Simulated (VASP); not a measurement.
Here is a VASP 6.6.1 calculation.

File INCAR:

```
PREC = Accurate
ENCUT = 520
EDIFF = 1E-6
ISMEAR = -1
SIGMA = 0.05
LREAL = F
LASPH = T
NELM = 150
ALGO = Normal
ISIF = 2
LWAVE = F
LCHARG = T
ISPIN = 2
MAGMOM = 0.696
LORBIT = 11
LMAXMIX = 4
GGA = PE
LELF = T
LVHAR = T
NBANDS = 15
```

File KPOINTS:

```
Automatic mesh
0
Gamma
  25 25 25
```

Contents of POSCAR:

```
Ni
1.0
    0.0000000000      1.7596893266      1.7596893266
    1.7596893266      0.0000000000      1.7596893266
    1.7596893266      1.7596893266      0.0000000000
Ni
1
Direct
    0.0000000000      0.0000000000      0.0000000000
```

Potentials or basis: VASP PAW PBE potentials, release 64 (Ni).

The run is started by

```bash
$ cat potpaw_PBE.64/Ni/POTCAR > POTCAR
$ mpirun -np 1 vasp_std > vasp.out
```

What does it give for the pressure?

-0.2 GPa.

What does it give for the net moment?

0.62 μB per cell.

Estimate the site moments.

Ni +0.63 μB.
